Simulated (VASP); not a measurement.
# C (Fmmm) in VASP: phonons with r2SCAN

Aim: the phonons of C with r2SCAN.

All numbers are computed with VASP 6.6.1; they aren't measurements. Logs are shortened: lines on timing, memory, paths and dates and some standing lists are left out, and cuts for length are marked.

### Step 1. The cell of the first run

It takes space group Fmmm (No. 69, orthorhombic). Conventional cell: a = 2.456 Å, b = 4.254 Å, c = 7.124 Å, α = 90.00°, β = 90.00°, γ = 90.00°. C (site symmetry m2m) has 3 C at 1.42 Å within 1.9 Å.

### Step 2. Phonons, r2SCAN

Input file INCAR:

```
SYSTEM = C
  ALGO = Normal
  EDIFF = 1E-8
  ENCUT = 660
  GGA_COMPAT = .False.
  IBRION = 6
  ISIF = 2
  ISMEAR = 0
  KPAR = 4
  LASPH = .True.
  LCHARG = .False.
  LMIXTAU = .True.
  LREAL = .False.
  LWAVE = .False.
  METAGGA = R2SCAN
  NELM = 120
  NFREE = 2
  NSW = 1
  POTIM = 0.015
  PREC = Accurate
  SIGMA = 0.05
```

Input file KPOINTS:

```
k-points
0
Gamma
  12 12 4
  0 0 0
```

Input file POSCAR:

```
C
1.0
    1.2279212041      2.1267565396      0.0000000000
    1.2279212041     -2.1267565396      0.0000000000
    0.0000000000      0.0000000000     -7.1235273225
C
4
Direct
    0.1667039277      0.8332960723      0.0000000000
    0.6667039277      0.3332960723      0.5000000000
    0.8332960723      0.1667039277      0.0000000000
    0.3332960723      0.6667039277      0.5000000000
```

Potentials or basis: VASP PAW PBE potentials, release 64 (C).

The run is started by

```bash
cat potpaw_PBE.64/C/POTCAR > POTCAR
mpirun -np 4 vasp_std > vasp.out
```

OUTCAR:

```text
SYSTEM = C
   EDIFF = 1E-8
   ENCUT = 660
   IBRION = 6
   ISIF = 2
   ISMEAR = 0
   LASPH = .True.
   LREAL = .False.
   METAGGA = R2SCAN
   NELM = 120
   NFREE = 2
   NSW = 1
   POTIM = 0.015
   PREC = Accurate

 ion  position               nearest neighbor table
   1  0.167  0.833  0.000-   3 1.42   3 1.42   3 1.42
   2  0.667  0.333  0.500-   4 1.42   4 1.42   4 1.42
   3  0.833  0.167  0.000-   1 1.42   1 1.42   1 1.42
   4  0.333  0.667  0.500-   2 1.42   2 1.42   2 1.42

  LATTYP: Found a base centered orthorhombic cell.
 ALAT       =     2.4558424082
 B/A-ratio  =     1.7319975683
 C/A-ratio  =     2.9006451305

  Lattice vectors:

 A1 = (   1.2279212041,   2.1267565396,   0.0000000000)
 A2 = (   1.2279212041,  -2.1267565396,   0.0000000000)
 A3 = (   0.0000000000,   0.0000000000,  -7.1235273225)

Analysis of symmetry for initial positions (statically):
=====================================================================
 Subroutine PRICEL returns following result:

  LATTYP: Found a face centered orthorhombic cell.
 ALAT       =     2.4558424082
 B/A-ratio  =     1.7319975683
 C/A-ratio  =     2.9006451305

  Lattice vectors:

 A1 = (   0.0000000000,   2.1267565396,   3.5617636612)
 A2 = (   1.2279212041,   0.0000000000,   3.5617636612)
 A3 = (   1.2279212041,   2.1267565396,  -0.0000000000)

   2 primitive cells build up your supercell.

 Routine SETGRP: Setting up the symmetry group for a
 base centered orthorhombic supercell.

 Subroutine GETGRP returns: Found  8 space group operations
 (whereof  8 operations were pure point group operations)
 out of a pool of  8 trial point group operations.

The static configuration has the point symmetry D_2h.

Analysis of symmetry for dynamics (positions and initial velocities):
=====================================================================
 Subroutine PRICEL returns following result:

  LATTYP: Found a face centered orthorhombic cell.
 ALAT       =     2.4558424082
 B/A-ratio  =     1.7319975683
 C/A-ratio  =     2.9006451305

  Lattice vectors:

 A1 = (   0.0000000000,   2.1267565396,   3.5617636612)
 A2 = (   1.2279212041,   0.0000000000,   3.5617636612)
 A3 = (   1.2279212041,   2.1267565396,  -0.0000000000)

   2 primitive cells build up your supercell.

 Routine SETGRP: Setting up the symmetry group for a
 base centered orthorhombic supercell.

 Subroutine GETGRP returns: Found  8 space group operations
 (whereof  8 operations were pure point group operations)
 out of a pool of  8 trial point group operations.

The dynamic configuration has the point symmetry D_2h.

 Subroutine INISYM returns: Found  8 space group operations
 (whereof  8 operations are pure point group operations),
 and found     2 'primitive' translations

----------------------------------------------------------------------------------------

                                     Primitive cell

  volume of cell :      18.6030

  direct lattice vectors                    reciprocal lattice vectors
     0.000000000  2.126756540  3.561763661    -0.407192252  0.235099783  0.140379893
     1.227921204  0.000000000  3.561763661     0.407192252 -0.235099783  0.140379893
     1.227921204  2.126756540 -0.000000000     0.407192252  0.235099783 -0.140379893

  length of vectors
     4.148403760  3.767486014  2.455785793     0.490697414  0.490697414  0.490697414

  position of ions in fractional coordinates (direct lattice)
     0.166703928  0.833296072  0.166703928
     0.833296072  0.166703928  0.833296072

  ion indices of the primitive-cell ions
   primitive index   ion index
                 1           1
                 2           3

----------------------------------------------------------------------------------------

 KPOINTS: k-points

Automatic generation of k-mesh.
 Grid dimensions read from file:
 generate k-points for:   12   12    4

 Generating k-lattice:

  Cartesian coordinates                     Fractional coordinates (reciprocal lattice)
     0.033932688  0.019591649  0.000000000     0.083333333  0.000000000  0.000000000
     0.033932688 -0.019591649  0.000000000     0.000000000  0.083333333  0.000000000
     0.000000000  0.000000000 -0.035094973     0.000000000  0.000000000  0.250000000

  Length of vectors
     0.039182394  0.039182394  0.035094973

  Shift w.r.t. Gamma in fractional coordinates (k-lattice)
     0.000000000  0.000000000  0.000000000

 Subroutine IBZKPT returns following result:
 ===========================================

 Found    129 irreducible k-points:

 Following reciprocal coordinates:
            Coordinates               Weight
  0.000000  0.000000  0.000000      1.000000
  0.083333  0.000000  0.000000      4.000000
  0.166667  0.000000  0.000000      4.000000
  0.250000  0.000000  0.000000      4.000000
  0.333333  0.000000  0.000000      4.000000
  0.416667  0.000000  0.000000      4.000000
[... 16 lines left out ...]
  0.500000  0.166667  0.000000      4.000000
 -0.416667  0.166667  0.000000      4.000000
 [... further k-points ...]
   k-points           NKPTS =    129   k-points in BZ     NKDIM =    129   number of bands    NBANDS=     12
   number of dos      NEDOS =    301   number of ions     NIONS =      4
   total plane-waves  NPLWV =  34560
   dimension x,y,z NGX =    24 NGY =   24 NGZ =   60
   dimension x,y,z NGXF=    48 NGYF=   48 NGZF=  120
   ions per type =               4
   NGX,Y,Z   is equivalent  to a cutoff of  16.25, 16.25, 14.00 a.u.
   NGXF,Y,Z  is equivalent  to a cutoff of  32.49, 32.49, 28.01 a.u.
 SYSTEM =  C
   PREC   = accura    normal or accurate (medium, high low for compatibility)
   ISTART =      0    job   : 0-new  1-cont  2-samecut
   ICHARG =      2    charge: 1-file 2-atom 10-const
   ISPIN  =      1    spin polarized calculation?
   LNONCOLLINEAR =      F non collinear calculations
   LSORBIT =      F    spin-orbit coupling
   LASPH  =      T    aspherical Exc in radial PAW
   ENCUT  =  660.0 eV  48.51 Ry    6.96 a.u.   5.14  5.14 14.92*2*pi/ulx,y,z
   NELM   =    120;   NELMIN=  2; NELMDL= -5     # of ELM steps
   EDIFF  = 0.1E-07   stopping-criterion for ELM
   LREAL  =      F    real-space projection
   EDIFFG = 0.1E-06   stopping-criterion for IOM
   NSW    =     85    number of steps for IOM
   IBRION =      6    ionic relax: 0-MD 1-quasi-New 2-CG
   NFREE  =      2    steps in history (QN), initial steepest desc. (CG)
   ISIF   =      2    stress and relaxation
   ISYM   =      2    0-nonsym 1-usesym 2-fastsym
   POTIM  = 0.0150    time-step for ionic-motion
   TEBEG  =    0.0;   TEEND  =   0.0 temperature during run
   PSTRESS=    0.0 pullay stress
   NELECT =      16.0000    total number of electrons
   NUPDOWN=      -1.0000    fix difference up-down
   EMIN   =  10.00;   EMAX   =-10.00  energy-range for DOS
   EFERMI =   0.00;   METHOD = LEGACY
   ISMEAR =     0;   SIGMA  =   0.05  broadening in eV -4-tet -1-fermi 0-gaus
   EFERMI_NEDOS =   21; number of points for ismear=-14 and -15
   IALGO  =     38    algorithm
   IMIX   =      4    mixing-type and parameters
     AMIX     =   0.40;   BMIX     =  1.00
     AMIX_MAG =   1.60;   BMIX_MAG =  1.00
  volume/ion in A,a.u.               =       9.30        62.77
  Fermi-wavevector in a.u.,A,eV,Ry     =   1.235692  2.335120 20.775221  1.526936
  Thomas-Fermi vector in A             =   2.370331
   LORBIT       =      0    0 simple, 1 ext, 2 COOP (PROOUT), +10 PAW based schemes
   METAGGA = R2SCAN    functional components
   LHFCALC =     F    Hartree Fock is set to
   AEXX    =    0.0000 exact exchange contribution
   IVDW    =     0    specifies the selected vdW correction
   LEPSILON=     F    determine dielectric tensor
   LRPA    =     F    only Hartree local field effects (RPA)
 finite differences with symmetry
 non-spin polarized calculation
 Gauss-broadening in eV      SIGMA  =   0.05
  energy-cutoff  :      660.00
  volume of cell :       37.21
 maximum number of plane-waves:      1449
 NGX is ok and might be reduce to    24
   NGX = 11   NGY = 11   NGZ = 29

--------------------------------------- Ionic step        1  -------------------------------------------

 number of electron      15.9999998 magnetization

 Free energy of the ion-electron system (eV)
  ---------------------------------------------------
  ext. energy  EPLUGINS =         0.00000000
  ---------------------------------------------------
  free energy    TOTEN  =       -39.76907598 eV

  energy without entropy =      -39.76868257  energy(sigma->0) =      -39.76887927

------------------------ aborting loop because EDIFF is reached ----------------------------------------

  FORCE on cell =-STRESS in cart. coord.  units (eV):
  Direction    XX          YY          ZZ          XY          YZ          ZX
  --------------------------------------------------------------------------------------
  -------------------------------------------------------------------------------------
  Total        0.1325312      0.0496811     -0.1511548      0.0000000      0.0000000      0.0000000
  in kB        5.7070969      2.1393814     -6.5090739      0.0000000      0.0000000      0.0000000
  external PRESSURE =       0.4458015 kB  Pullay stress =       0.0000000 kB
[... 215 lines left out ...]
--------------------------------------- Ionic step        7  -------------------------------------------

 number of electron      15.9999998 magnetization

 Free energy of the ion-electron system (eV)
  ---------------------------------------------------
  ext. energy  EPLUGINS =         0.00000000
  ---------------------------------------------------
  free energy    TOTEN  =       -39.76713325 eV

  energy without entropy =      -39.76674956  energy(sigma->0) =      -39.76694140

 E-fermi :   4.1774     XC(G=0): -10.7149

 val. band max:        4.1765627353   @ k =   0.3333   0.3333   0.5000
 cond. band min:       4.1791128243   @ k =   0.3333   0.3333   0.5000
 fundamental gap:      0.0025500890
 Fermi energy:         4.1774178706

 k-point     1 :       0.0000    0.0000    0.0000
  band No.  band energies     occupation
      1     -16.7576      2.00000
      2     -16.5744      2.00000
      3      -4.6452      2.00000
      4      -3.1715      2.00000
      5       0.9504      2.00000
      6       0.9665      2.00000
      7       0.9702      2.00000
      8       0.9735      2.00000
      9       8.1116      0.00000
     10      12.8848      0.00000
     11      12.8933      0.00000
     12      12.9145      0.00000
[... 331 lines left out ...]
 k-point    24 :      -0.4167    0.1667    0.0000
  band No.  band energies     occupation
      1     -13.4934      2.00000
      2     -13.3446      2.00000
      3      -6.0071      2.00000
      4      -5.9534      2.00000
      5      -3.7830      2.00000
      6      -3.7495      2.00000
      7      -0.7762      2.00000
      8       0.4621      2.00000
      9       8.8161      0.00000
     10       9.1078      0.00000
     11      12.1517      0.00000
     12      14.9432      0.00000

 [... further k-points ...]
[... 5 lines left out ...]
  --------------------------------------------------------------------------------------
  -------------------------------------------------------------------------------------
  Total        0.1326195      0.0496705     -0.1545642      0.0000000      0.0038179      0.0000000
  in kB        5.7109004      2.1389270     -6.6558882      0.0000000      0.1644076      0.0000000
  external PRESSURE =       0.3979797 kB  Pullay stress =       0.0000000 kB
[... 19 lines left out ...]
  FREE ENERGIE OF THE ION-ELECTRON SYSTEM (eV)
  ---------------------------------------------------
  free  energy   TOTEN  =       -39.7671332458 eV

  energy  without entropy=      -39.7667495626  energy(sigma->0) =      -39.76694140

 INTERNAL STRAIN TENSORS FROM DISPLACED ATOMS
 ============================================

 INTERNAL STRAIN TENSOR FOR ION    1 for displacements in x,y,z  (eV/Angst):
          X           Y           Z          XY          YZ          ZX
  --------------------------------------------------------------------------------
  x     0.00000     0.00000    -0.00000     6.17240     0.00000     0.00000
  y     9.91485    -9.86994    -0.00422     0.00000     0.00000     0.00000
  z     0.00000     0.00000     0.00000     0.00000    -0.25449     0.00000

 INTERNAL STRAIN TENSOR FOR ION    4 for displacements in x,y,z  (eV/Angst):
          X           Y           Z          XY          YZ          ZX
  --------------------------------------------------------------------------------
  x    -0.00000     0.00000     0.00000    -6.17240     0.00000     0.00000
  y    -9.91485     9.86994     0.00422     0.00000     0.00000     0.00000
  z    -0.00000     0.00000    -0.00000     0.00000     0.25449     0.00000

 Eigenvectors and eigenvalues of the dynamical matrix
 ----------------------------------------------------

   1 f  =   47.372488 THz   297.650121 2PiTHz 1580.176112 cm-1   195.916780 meV
             X         Y         Z           dx          dy          dz
      1.227921 -1.417679  0.000000    -0.500000   -0.000000    0.000000
      1.227921  0.709077 -3.561764     0.500000   -0.000000    0.000000
      1.227921  1.417679  0.000000     0.500000    0.000000   -0.000000
      1.227921 -0.709077 -3.561764    -0.500000    0.000000   -0.000000
[... 71 lines left out ...]
  12 f/i=    0.712057 THz     4.473988 2PiTHz   23.751673 cm-1     2.944831 meV
             X         Y         Z           dx          dy          dz
      1.227921 -1.417679  0.000000    -0.000000    0.500000    0.000000
      1.227921  0.709077 -3.561764    -0.000000   -0.500000    0.000000
      1.227921  1.417679  0.000000    -0.000000    0.500000    0.000000
      1.227921 -0.709077 -3.561764    -0.000000   -0.500000    0.000000

 ELASTIC MODULI CONTR FROM IONIC RELAXATION (kBar)
 Direction    XX          YY          ZZ          XY          YZ          ZX
 --------------------------------------------------------------------------------
 XX        -154.5042    153.8044      0.0658      0.0000      0.0000      0.0000
 YY         153.8044   -153.1077     -0.0655     -0.0000     -0.0000      0.0000
 ZZ           0.0658     -0.0655     -0.0000     -0.0000     -0.0000      0.0000
 XY           0.0000     -0.0000     -0.0000    -64.2751      0.0000      0.0000
 YZ           0.0000     -0.0000     -0.0000      0.0000     -0.3252      0.0000
 ZX           0.0000      0.0000      0.0000      0.0000      0.0000      0.0000
 --------------------------------------------------------------------------------
```

It took 16 min on 4 MPI ranks of Oxide Virtual Turin-like, shared host; peak memory 0.32 GiB.

What came out:

```yaml
Highest_phonon_frequency_at_Γ: 1580 cm⁻¹
Most_unstable_mode: 24i cm⁻¹
```

Phonon frequencies in cm⁻¹ (negative: imaginary):
| q point | frequencies |
| --- | --- |
| (0.000, 0.000, 0.000) | -24 0 0 0 30 70 881 885 1508 1520 1575 1580 |

Caveat: some modes are imaginary; the PAW data sets were made with another functional, which shifts forces and pressure a little.
